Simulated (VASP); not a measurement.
# C (Fd-3m) in VASP: further runs

Runs on C. Level: PBE. Tasks: single point.

Everything below comes from runs of VASP 6.6.1. Logs are shortened: lines on timing, memory, paths and dates and some standing lists are left out, and cuts for length are marked.

**1. The cell of the first run**

The structure is cubic, space group Fd-3m (No. 227). The conventional cell has a = 3.422 Å, b = 3.422 Å, c = 3.422 Å, α = 90.00°, β = 90.00°, γ = 90.00°. Within 2.0 Å of C (site symmetry -43m) lie 4 C at 1.48 Å.

**2. Single point, PBE (volume scaled by 0.88)**

Contents of INCAR:

```
SYSTEM = C
  PREC = Accurate
  ENCUT = 520
  EDIFF = 1E-6
  ISMEAR = 0
  SIGMA = 0.02
  LREAL = .FALSE.
  LASPH = .TRUE.
  NELM = 60
  ALGO = Normal
  ISIF = 2
  LWAVE = .FALSE.
  LCHARG = .TRUE.
  GGA = PE
  LELF = .TRUE.
  LVHAR = .TRUE.
  NBANDS = 11
```

Contents of KPOINTS:

```
Automatic mesh
0
G
  12 12 12
  0 0 0
```

Contents of POSCAR:

```
C
1.0
    0.0000000000      1.7112430133      1.7112430133
    1.7112430133      0.0000000000      1.7112430133
    1.7112430133      1.7112430133      0.0000000000
C
2
Direct
    0.0000000000      0.0000000000      0.0000000000
    0.2500000000      0.2500000000      0.2500000000
```

Potentials or basis: VASP PAW PBE potentials, release 64 (C).

On the command line:

```
$ cat potpaw_PBE.64/C/POTCAR > POTCAR
$ mpirun -np 1 vasp_std > vasp.out
```

OUTCAR:

```text
SYSTEM = C
   PREC = Accurate
   ENCUT = 520
   EDIFF = 1E-6
   ISMEAR = 0
   LREAL = .FALSE.
   LASPH = .TRUE.
   NELM = 60
   ISIF = 2
   GGA = PE

 ion  position               nearest neighbor table
   1  0.000  0.000  0.000-   2 1.48   2 1.48   2 1.48   2 1.48
   2  0.250  0.250  0.250-   1 1.48   1 1.48   1 1.48   1 1.48

  LATTYP: Found a face centered cubic cell.
 ALAT       =     3.4224860266

  Lattice vectors:

 A1 = (   0.0000000000,   1.7112430133,   1.7112430133)
 A2 = (   1.7112430133,   0.0000000000,   1.7112430133)
 A3 = (   1.7112430133,   1.7112430133,   0.0000000000)

Analysis of symmetry for initial positions (statically):
=====================================================================
 Subroutine PRICEL returns:
 Original cell was already a primitive cell.

 Routine SETGRP: Setting up the symmetry group for a
 face centered cubic supercell.

 Subroutine GETGRP returns: Found 48 space group operations
 (whereof 24 operations were pure point group operations)
 out of a pool of 48 trial point group operations.

The static configuration has the point symmetry T_d .
 The point group associated with its full space group is O_h .

Analysis of symmetry for dynamics (positions and initial velocities):
=====================================================================
 Subroutine PRICEL returns:
 Original cell was already a primitive cell.

 Routine SETGRP: Setting up the symmetry group for a
 face centered cubic supercell.

 Subroutine GETGRP returns: Found 48 space group operations
 (whereof 24 operations were pure point group operations)
 out of a pool of 48 trial point group operations.

The dynamic configuration has the point symmetry T_d .
 The point group associated with its full space group is O_h .

 Subroutine INISYM returns: Found 48 space group operations
 (whereof 24 operations are pure point group operations),
 and found     1 'primitive' translations

----------------------------------------------------------------------------------------

                                     Primitive cell

  volume of cell :      10.0222

  direct lattice vectors                    reciprocal lattice vectors
     0.000000000  1.711243013  1.711243013    -0.292185269  0.292185269  0.292185269
     1.711243013  0.000000000  1.711243013     0.292185269 -0.292185269  0.292185269
     1.711243013  1.711243013  0.000000000     0.292185269  0.292185269 -0.292185269

  length of vectors
     2.420063078  2.420063078  2.420063078     0.506079731  0.506079731  0.506079731

  position of ions in fractional coordinates (direct lattice)
     0.000000000  0.000000000  0.000000000
     0.250000000  0.250000000  0.250000000

  ion indices of the primitive-cell ions
   primitive index   ion index
                 1           1
                 2           2

----------------------------------------------------------------------------------------

 KPOINTS: Automatic mesh

Automatic generation of k-mesh.
 Grid dimensions read from file:
 generate k-points for:   12   12   12

 Generating k-lattice:

  Cartesian coordinates                     Fractional coordinates (reciprocal lattice)
    -0.024348772  0.024348772  0.024348772     0.083333333  0.000000000  0.000000000
     0.024348772 -0.024348772  0.024348772     0.000000000  0.083333333  0.000000000
     0.024348772  0.024348772 -0.024348772     0.000000000  0.000000000  0.083333333

  Length of vectors
     0.042173311  0.042173311  0.042173311

  Shift w.r.t. Gamma in fractional coordinates (k-lattice)
     0.000000000  0.000000000  0.000000000

 Subroutine IBZKPT returns following result:
 ===========================================

 Found     72 irreducible k-points:

 Following reciprocal coordinates:
            Coordinates               Weight
  0.000000  0.000000  0.000000      1.000000
  0.083333  0.000000  0.000000      8.000000
  0.166667  0.000000  0.000000      8.000000
  0.250000  0.000000  0.000000      8.000000
  0.333333  0.000000  0.000000      8.000000
  0.416667  0.000000  0.000000      8.000000
[... 16 lines left out ...]
  0.500000  0.166667  0.000000     24.000000
 -0.416667  0.166667  0.000000     24.000000
 [... further k-points ...]
   k-points           NKPTS =     72   k-points in BZ     NKDIM =     72   number of bands    NBANDS=     11
   number of dos      NEDOS =    301   number of ions     NIONS =      2
   total plane-waves  NPLWV =   5832
   dimension x,y,z NGX =    18 NGY =   18 NGZ =   18
   dimension x,y,z NGXF=    36 NGYF=   36 NGZF=   36
   ions per type =               2
   NGX,Y,Z   is equivalent  to a cutoff of  12.37, 12.37, 12.37 a.u.
   NGXF,Y,Z  is equivalent  to a cutoff of  24.73, 24.73, 24.73 a.u.
 SYSTEM =  C
   PREC   = accura    normal or accurate (medium, high low for compatibility)
   ISTART =      0    job   : 0-new  1-cont  2-samecut
   ICHARG =      2    charge: 1-file 2-atom 10-const
   ISPIN  =      1    spin polarized calculation?
   LNONCOLLINEAR =      F non collinear calculations
   LSORBIT =      F    spin-orbit coupling
   LASPH  =      T    aspherical Exc in radial PAW
   ENCUT  =  520.0 eV  38.22 Ry    6.18 a.u.   4.50  4.50  4.50*2*pi/ulx,y,z
   NELM   =     60;   NELMIN=  2; NELMDL= -5     # of ELM steps
   EDIFF  = 0.1E-05   stopping-criterion for ELM
   LREAL  =      F    real-space projection
   EDIFFG = 0.1E-04   stopping-criterion for IOM
   NSW    =      0    number of steps for IOM
   IBRION =     -1    ionic relax: 0-MD 1-quasi-New 2-CG
   NFREE  =      0    steps in history (QN), initial steepest desc. (CG)
   ISIF   =      2    stress and relaxation
   ISYM   =      2    0-nonsym 1-usesym 2-fastsym
   POTIM  = 0.5000    time-step for ionic-motion
   TEBEG  =    0.0;   TEEND  =   0.0 temperature during run
   PSTRESS=    0.0 pullay stress
   NELECT =       8.0000    total number of electrons
   NUPDOWN=      -1.0000    fix difference up-down
   EMIN   =  10.00;   EMAX   =-10.00  energy-range for DOS
   EFERMI =   0.00;   METHOD = LEGACY
   ISMEAR =     0;   SIGMA  =   0.02  broadening in eV -4-tet -1-fermi 0-gaus
   EFERMI_NEDOS =   21; number of points for ismear=-14 and -15
   IALGO  =     38    algorithm
   IMIX   =      4    mixing-type and parameters
     AMIX     =   0.40;   BMIX     =  1.00
     AMIX_MAG =   1.60;   BMIX_MAG =  1.00
  volume/ion in A,a.u.               =       5.01        33.82
  Fermi-wavevector in a.u.,A,eV,Ry     =   1.518622  2.869780 31.377947  2.306214
  Thomas-Fermi vector in A             =   2.627718
   LORBIT       =      0    0 simple, 1 ext, 2 COOP (PROOUT), +10 PAW based schemes
   GGA     = PE    functional components
   LHFCALC =     F    Hartree Fock is set to
   AEXX    =    0.0000 exact exchange contribution
   IVDW    =     0    specifies the selected vdW correction
   LEPSILON=     F    determine dielectric tensor
   LRPA    =     F    only Hartree local field effects (RPA)
 non-spin polarized calculation
 Gauss-broadening in eV      SIGMA  =   0.02
  energy-cutoff  :      520.00
  volume of cell :       10.02
 maximum number of plane-waves:       290
 NGX is ok and might be reduce to    18
   NGX =  9   NGY =  9   NGZ =  9

 number of electron       7.9999997 magnetization

 Free energy of the ion-electron system (eV)
  ---------------------------------------------------
  ext. energy  EPLUGINS =         0.00000000
  ---------------------------------------------------
  free energy    TOTEN  =       -17.90525461 eV

  energy without entropy =      -17.90525461  energy(sigma->0) =      -17.90525461

 E-fermi :  11.7729     XC(G=0): -13.8818

 val. band max:       11.6066907216   @ k =   0.0000   0.0000   0.0000
 cond. band min:      16.0516553089   @ k =   0.3333   0.3333   0.0000
 fundamental gap:      4.4449645874
 Fermi energy:        11.7728668284

 k-point     1 :       0.0000    0.0000    0.0000
  band No.  band energies     occupation
      1     -11.6093      2.00000
      2      11.6067      2.00000
      3      11.6067      2.00000
      4      11.6067      2.00000
      5      17.5392      0.00000
      6      17.5392      0.00000
      7      17.5392      0.00000
      8      27.8894      0.00000
      9      32.5720      0.00000
     10      39.5507      0.00000
     11      39.5507      0.00000

 k-point     2 :       0.0833    0.0000    0.0000
  band No.  band energies     occupation
      1     -11.4002      2.00000
      2      10.2477      2.00000
      3      11.2365      2.00000
      4      11.2365      2.00000
      5      18.0244      0.00000
      6      18.0244      0.00000
      7      18.4116      0.00000
      8      27.9462      0.00000
      9      32.9040      0.00000
     10      37.1849      0.00000
     11      37.1849      0.00000

 k-point     3 :       0.1667    0.0000    0.0000
  band No.  band energies     occupation
      1     -10.7754      2.00000
      2       7.4799      2.00000
      3      10.4438      2.00000
      4      10.4438      2.00000
      5      19.0596      0.00000
      6      19.0596      0.00000
      7      19.8169      0.00000
      8      28.0993      0.00000
      9      33.5947      0.00000
     10      35.4409      0.00000
     11      35.4409      0.00000
[... 267 lines left out ...]
 k-point    23 :       0.5000    0.1667    0.0000
  band No.  band energies     occupation
      1      -5.2440      2.00000
      2      -1.5761      2.00000
      3       6.1444      2.00000
      4       7.1395      2.00000
      5      19.1512      0.00000
      6      23.2028      0.00000
      7      24.4939      0.00000
      8      27.1865      0.00000
      9      33.3244      0.00000
     10      37.9191      0.00000
     11      40.0100      0.00000

 k-point    24 :      -0.4167    0.1667    0.0000
  band No.  band energies     occupation
      1      -4.7059      2.00000
      2      -2.2091      2.00000
      3       5.5911      2.00000
      4       7.5702      2.00000
      5      19.6313      0.00000
      6      22.6476      0.00000
      7      24.5010      0.00000
      8      28.5674      0.00000
      9      32.5718      0.00000
     10      37.2323      0.00000
     11      38.6883      0.00000

 [... further k-points ...]

------------------------ aborting loop because EDIFF is reached ----------------------------------------

  FORCE on cell =-STRESS in cart. coord.  units (eV):
  Direction    XX          YY          ZZ          XY          YZ          ZX
  --------------------------------------------------------------------------------------
  -------------------------------------------------------------------------------------
  Total        4.4538352      4.4538352      4.4538352     -0.0000000     -0.0000000     -0.0000000
  in kB      711.9994664    711.9994664    711.9994664     -0.0000000     -0.0000000     -0.0000000
  external PRESSURE =     711.9994664 kB  Pullay stress =       0.0000000 kB

 VOLUME and BASIS-vectors are now :
 -----------------------------------------------------------------------------
  energy-cutoff  :      520.00
  volume of cell :       10.02
      direct lattice vectors                 reciprocal lattice vectors
     0.000000000  1.711243013  1.711243013    -0.292185269  0.292185269  0.292185269
     1.711243013  0.000000000  1.711243013     0.292185269 -0.292185269  0.292185269
     1.711243013  1.711243013  0.000000000     0.292185269  0.292185269 -0.292185269

 POSITION                                       TOTAL-FORCE (eV/Angst)
 -----------------------------------------------------------------------------------
      0.00000      0.00000      0.00000         0.000000      0.000000      0.000000
      0.85562      0.85562      0.85562        -0.000000     -0.000000     -0.000000
 -----------------------------------------------------------------------------------
    total drift:                               -0.000000     -0.000000     -0.000000

  FREE ENERGIE OF THE ION-ELECTRON SYSTEM (eV)
  ---------------------------------------------------
  free  energy   TOTEN  =       -17.9052546103 eV

  energy  without entropy=      -17.9052546103  energy(sigma->0) =      -17.90525461
```

Wall time 13 s (1 thread of AMD EPYC 7R13, shared host); peak memory 0.09 GiB.

Results:

| Property | Result |
| --- | --- |
| Free energy | -17.9053 eV |
| Pressure | 71.2 GPa |
| Band gap on the k mesh | 4.45 eV, indirect (least direct gap 5.93 eV) |

**3. Single point, PBE (volume scaled by 0.94)**

Contents of INCAR:

```
SYSTEM = C
PREC = Accurate
ENCUT = 520
EDIFF = 1E-6
ISMEAR = 0
SIGMA = 0.02
LREAL = .False.
LASPH = .True.
NELM = 60
ALGO = Normal
ISIF = 2
LWAVE = .False.
LCHARG = .False.
GGA = PE
NBANDS = 11
```

Contents of KPOINTS:

```
Automatic mesh
0
Gamma
  12 12 12
  0 0 0
```

Contents of POSCAR:

```
C
1.0
    0.0000000000      1.7492830251      1.7492830251
    1.7492830251      0.0000000000      1.7492830251
    1.7492830251      1.7492830251      0.0000000000
C
2
Direct
    0.0000000000      0.0000000000      0.0000000000
    0.2500000000      0.2500000000      0.2500000000
```

Potentials or basis: VASP PAW PBE potentials, release 64 (C).

On the command line:

```
$ cat potpaw_PBE.64/C/POTCAR > POTCAR
$ mpirun -np 1 vasp_std > vasp.out
```

Run time: 12 s. Hardware: 1 thread of AMD EPYC 7R13, shared host; peak memory 0.09 GiB.

The run converged. Its results:

| Property | Result |
| --- | --- |
| Free energy | -18.1202 eV |
| Pressure | 31.0 GPa |
| Band gap on the k mesh | 4.29 eV, indirect (least direct gap 5.75 eV) |

Levels at points of the mesh, in eV from the valence-band top:
```tsv
k point	band 1	band 2	band 3	band 4	band 5	band 6	band 7	band 8	band 9
(0.00, 0.00, 0.00)	-22.27	0.00	0.00	0.00	5.75	5.75	5.75	14.68	20.05
(0.50, 0.00, 0.00)	-16.15	-14.03	-2.95	-2.95	8.70	8.70	9.65	16.23	22.75
(0.50, 0.50, 0.00)	-13.18	-13.18	-6.66	-6.66	4.88	4.88	17.71	17.71	24.34
```

 A k mesh can miss the band edges.

(Continued in part 2 of 2.)
